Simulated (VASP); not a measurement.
# Co4F (Im-3m) in VASP: further runs

Co4F is run at these levels: PBE; tasks: single point, relaxation of cell and atoms.

All numbers are computed with VASP 6.6.1; they aren't measurements. Logs are shortened: lines on timing, memory, paths and dates and some standing lists are left out, and cuts for length are marked.

## (1) The cell of the first run

The structure is cubic, space group Im-3m (No. 229). Conventional cell: a = 4.677 Å, b = 4.677 Å, c = 4.677 Å, α = 90.00°, β = 90.00°, γ = 90.00°. Co (site symmetry -3m) has 2 F at 2.03 Å and 6 Co at 2.34 Å within 2.7 Å. Within 2.7 Å of F (site symmetry m-3m) lie 8 Co at 2.03 Å.

The cell was built from a structure type or drawn by symmetry, and may not be a known phase.

## (2) Single point, PBE, collinear spin, ferromagnetic start

INCAR reads:

```
SYSTEM = Co4F
  PREC = Accurate
  ENCUT = 520
  EDIFF = 1E-7
  ISMEAR = 0
  SIGMA = 0.1
  LREAL = .False.
  LASPH = .True.
  NELM = 150
  ALGO = Normal
  ISIF = 2
  LWAVE = .False.
  LCHARG = .False.
  ISPIN = 2
  MAGMOM = 3 3 3 3 0
  LORBIT = 11
  LMAXMIX = 4
  GGA = PE
  NBANDS = 34
```

KPOINTS reads:

```
Automatic mesh
0
Gamma
  6 6 6
  0 0 0
```

POSCAR reads:

```
Co4F
1.0
   -2.3386413100      2.3386413100      2.3386413100
    2.3386413100     -2.3386413100      2.3386413100
    2.3386413100      2.3386413100     -2.3386413100
Co F
4 1
Direct
    0.0000000000      0.0000000000      0.5000000000
    0.5000000000      0.0000000000      0.0000000000
    0.5000000000      0.5000000000      0.5000000000
    0.0000000000      0.5000000000      0.0000000000
    0.0000000000      0.0000000000      0.0000000000
```

Potentials or basis: VASP PAW PBE potentials, release 64 (Co, F).

Launch:

```bash
cat potpaw_PBE.64/Co/POTCAR potpaw_PBE.64/F/POTCAR > POTCAR
mpirun -np 1 vasp_std > vasp.out
```

OUTCAR:

```text
SYSTEM = Co4F
   PREC = Accurate
   ENCUT = 520
   EDIFF = 1E-7
   ISMEAR = 0
   LREAL = .False.
   LASPH = .True.
   NELM = 150
   ISIF = 2
   ISPIN = 2
   LORBIT = 11
   GGA = PE

 ion  position               nearest neighbor table
   1  0.000  0.000  0.500-   5 2.03   5 2.03   4 2.34   2 2.34   3 2.34   4 2.34   2 2.34   3 2.34

   2  0.500  0.000  0.000-   5 2.03   5 2.03   4 2.34   1 2.34   3 2.34   3 2.34   1 2.34   4 2.34

   3  0.500  0.500  0.500-   5 2.03   5 2.03   4 2.34   1 2.34   2 2.34   4 2.34   1 2.34   2 2.34

   4  0.000  0.500  0.000-   5 2.03   5 2.03   3 2.34   1 2.34   2 2.34   1 2.34   3 2.34   2 2.34

   5  0.000  0.000  0.000-   1 2.03   2 2.03   3 2.03   4 2.03   1 2.03   4 2.03   2 2.03   3 2.03

  LATTYP: Found a body centered cubic cell.
 ALAT       =     4.6772826200

  Lattice vectors:

 A1 = (  -2.3386413100,   2.3386413100,   2.3386413100)
 A2 = (   2.3386413100,  -2.3386413100,   2.3386413100)
 A3 = (   2.3386413100,   2.3386413100,  -2.3386413100)

Analysis of symmetry for initial positions (statically):
=====================================================================
 Subroutine PRICEL returns:
 Original cell was already a primitive cell.

 Routine SETGRP: Setting up the symmetry group for a
 body centered cubic supercell.

 Subroutine GETGRP returns: Found 48 space group operations
 (whereof 48 operations were pure point group operations)
 out of a pool of 48 trial point group operations.

The static configuration has the point symmetry O_h .

Analysis of symmetry for dynamics (positions and initial velocities):
=====================================================================
 Subroutine PRICEL returns:
 Original cell was already a primitive cell.

 Routine SETGRP: Setting up the symmetry group for a
 body centered cubic supercell.

 Subroutine GETGRP returns: Found 48 space group operations
 (whereof 48 operations were pure point group operations)
 out of a pool of 48 trial point group operations.

The dynamic configuration has the point symmetry O_h .

Analysis of structural, dynamic, and magnetic symmetry:
=====================================================================
 Subroutine PRICEL returns:
 Original cell was already a primitive cell.

 Routine SETGRP: Setting up the symmetry group for a
 body centered cubic supercell.

 Subroutine GETGRP returns: Found 48 space group operations
 (whereof 48 operations were pure point group operations)
 out of a pool of 48 trial point group operations.

The overall configuration has the point symmetry O_h .

[... 127 lines left out ...]
 Gauss-broadening in eV      SIGMA  =   0.10
  energy-cutoff  :      520.00
  volume of cell :       51.16
 maximum number of plane-waves:      1409
   NGX = 15   NGY = 15   NGZ = 15

 number of electron      43.0000000 magnetization      12.0000000

 number of electron      42.9999986 magnetization       6.9443292

 Free energy of the ion-electron system (eV)
  ---------------------------------------------------
  ext. energy  EPLUGINS =         0.00000000
  ---------------------------------------------------
  free energy    TOTEN  =       -24.90228154 eV

  energy without entropy =      -24.86252135  energy(sigma->0) =      -24.88240144

 E-fermi :  10.2107     XC(G=0): -13.0263

 val. band max:       10.2071050034   @ k =  -0.3333   0.3333   0.1667
 cond. band min:      10.2132802916   @ k =   0.3333   0.1667   0.0000
 fundamental gap:      0.0061752882
 Fermi energy:        10.2107048497

 spin component 1

 k-point     1 :       0.0000    0.0000    0.0000
  band No.  band energies     occupation
      1     -18.5275      1.00000
      2       0.0100      1.00000
      3       0.0100      1.00000
      4       0.0100      1.00000
      5       2.6270      1.00000
      6       4.9170      1.00000
[... 565 lines left out ...]
     32      20.4580      0.00000
     33      20.4580      0.00000
 Fermi energy:        10.2107048497

 spin component 2

 k-point     1 :       0.0000    0.0000    0.0000
  band No.  band energies     occupation
      1     -18.2980      1.00000
      2       0.2420      1.00000
      3       0.2420      1.00000
      4       0.2420      1.00000
      5       2.8419      1.00000
      6       6.0189      1.00000
[... 565 lines left out ...]
     32      20.8144      0.00000
     33      20.8144      0.00000
 [bands above 33 left out]

------------------------ aborting loop because EDIFF is reached ----------------------------------------

  FORCE on cell =-STRESS in cart. coord.  units (eV):
  Direction    XX          YY          ZZ          XY          YZ          ZX
  --------------------------------------------------------------------------------------
  -------------------------------------------------------------------------------------
  Total       13.4919370     13.4919370     13.4919370      0.0000000     -0.0000000      0.0000000
  in kB      422.5071342    422.5071342    422.5071342      0.0000000     -0.0000000      0.0000000
  external PRESSURE =     422.5071342 kB  Pullay stress =       0.0000000 kB

 VOLUME and BASIS-vectors are now :
 -----------------------------------------------------------------------------
  energy-cutoff  :      520.00
  volume of cell :       51.16
      direct lattice vectors                 reciprocal lattice vectors
    -2.338641310  2.338641310  2.338641310     0.000000000  0.213799353  0.213799353
     2.338641310 -2.338641310  2.338641310     0.213799353  0.000000000  0.213799353
     2.338641310  2.338641310 -2.338641310     0.213799353  0.213799353  0.000000000

 POSITION                                       TOTAL-FORCE (eV/Angst)
 -----------------------------------------------------------------------------------
      1.16932      1.16932     -1.16932         0.000000     -0.000000      0.000000
     -1.16932      1.16932      1.16932        -0.000000      0.000000     -0.000000
      1.16932      1.16932      1.16932        -0.000000     -0.000000      0.000000
      1.16932     -1.16932      1.16932         0.000000     -0.000000     -0.000000
      0.00000      0.00000      0.00000        -0.000000      0.000000     -0.000000
 -----------------------------------------------------------------------------------
    total drift:                                0.000000      0.000000     -0.000000

  FREE ENERGIE OF THE ION-ELECTRON SYSTEM (eV)
  ---------------------------------------------------
  free  energy   TOTEN  =       -24.9022815380 eV

  energy  without entropy=      -24.8625213473  energy(sigma->0) =      -24.88240144

 total charge

# of ion       s       p       d       tot
------------------------------------------
    1        0.464   0.422   7.431   8.317
    2        0.464   0.422   7.431   8.317
    3        0.464   0.422   7.431   8.317
    4        0.464   0.422   7.431   8.317
    5        1.794   4.351   0.000   6.145
--------------------------------------------------
tot          3.651   6.037  29.725  39.412

 magnetization (x)

# of ion       s       p       d       tot
------------------------------------------
    1       -0.002  -0.006   1.724   1.717
    2       -0.002  -0.006   1.724   1.717
    3       -0.002  -0.006   1.724   1.717
    4       -0.002  -0.006   1.724   1.717
    5        0.009   0.101   0.000   0.111
--------------------------------------------------
tot          0.002   0.079   6.896   6.977
```

OSZICAR:

```text
N       E                     dE             d eps       ncg     rms          rms(c)
DAV:   1     0.345143124035E+03    0.34514E+03   -0.18652E+04  2176   0.168E+03
DAV:   2     0.654797171855E+01   -0.33860E+03   -0.31124E+03  2176   0.347E+02
DAV:   3    -0.255358412297E+02   -0.32084E+02   -0.29471E+02  2406   0.128E+02
DAV:   4    -0.262502687706E+02   -0.71443E+00   -0.71129E+00  2354   0.199E+01
DAV:   5    -0.262712862865E+02   -0.21018E-01   -0.21016E-01  3138   0.268E+00    0.210E+01
DAV:   6    -0.258598592338E+02    0.41143E+00   -0.17533E+01  2476   0.569E+01    0.134E+01
DAV:   7    -0.249342845866E+02    0.92557E+00   -0.39058E+00  2562   0.287E+01    0.679E+00
DAV:   8    -0.249178922023E+02    0.16392E-01   -0.26370E-01  2304   0.338E+00    0.373E+00
DAV:   9    -0.249033383265E+02    0.14554E-01   -0.17404E-02  2936   0.129E+00    0.110E+00
DAV:  10    -0.249020962278E+02    0.12421E-02   -0.11898E-02  3202   0.104E+00    0.215E-01
DAV:  11    -0.249022624713E+02   -0.16624E-03   -0.14506E-03  2666   0.418E-01    0.951E-02
DAV:  12    -0.249022879621E+02   -0.25491E-04   -0.14159E-04  2370   0.107E-01    0.396E-02
DAV:  13    -0.249022856837E+02    0.22783E-05   -0.17947E-05  2722   0.386E-02    0.202E-02
DAV:  14    -0.249022827147E+02    0.29690E-05   -0.55994E-06  2662   0.202E-02    0.609E-03
DAV:  15    -0.249022821140E+02    0.60073E-06   -0.16836E-06  2642   0.144E-02    0.364E-03
DAV:  16    -0.249022817608E+02    0.35317E-06   -0.26653E-07  1876   0.480E-03    0.167E-03
DAV:  17    -0.249022816117E+02    0.14911E-06   -0.63705E-08  1222   0.220E-03    0.590E-04
DAV:  18    -0.249022815380E+02    0.73680E-07   -0.19655E-08  1184   0.119E-03
   1 F= -.24902282E+02 E0= -.24882401E+02  d E =-.397602E-01  mag=     6.9443
```

stdout:

```text
POSCAR found type information on POSCAR CoF
 POSCAR found :  2 types and       5 ions
 scaLAPACK will be used
 LDA part: xc-table for (Slater+PW92), standard interpolation
 POSCAR, INCAR and KPOINTS ok, starting setup
 FFT: planning ... GRIDC
 FFT: planning ... GRID_SOFT
 FFT: planning ... GRID
 WAVECAR not read
 entering main loop
```

Wall time 34 s (1 thread of AMD EPYC 9R45 (Zen 5), shared host); peak memory 0.18 GiB.

Results:

```
Free energy                                           : -24.9023 eV
Pressure                                              : 42.3 GPa
Net moment                                            : 6.94 μB per cell
Site moments                                          : Co +1.72; F +0.11 μB
Valence electrons inside the program's atomic spheres : Co 8.32; F 6.14
```

Levels at points of the mesh, in eV from the Fermi level:
Spin up:
```
           k point  band 21  band 22  band 23  band 24  band 25  band 26  band 27  band 28  band 29  band 30
(0.00, 0.00, 0.00)    -1.06    -1.06    -0.01    -0.01    -0.01     4.49     4.49     4.49     8.09     8.09
(0.50, 0.00, 0.00)    -1.52    -1.50    -1.42    -1.26    -0.78     0.31     4.32     4.72     5.37     6.90
(0.50, 0.50, 0.50)    -0.90    -0.90    -0.84    -0.84     0.06     0.06     3.39     4.56     4.56     4.56
```
Spin down:
```
           k point  band 15  band 16  band 17  band 18  band 19  band 20  band 21  band 22
(0.00, 0.00, 0.00)    -0.13    -0.13    -0.06    -0.06    -0.06     0.98     0.98     0.98
(0.50, 0.00, 0.00)    -1.06    -0.96    -0.36    -0.33    -0.21    -0.05     0.22     0.34
(0.50, 0.50, 0.50)    -1.44    -0.32    -0.32    -0.32     1.05     1.05     1.05     1.08
```

Caveat: the cell stands under pressure. With open d or f shells a metallic result of PBE can be an artefact of self-interaction; +U or a hybrid may open a gap.

[end of part 1 of 3]
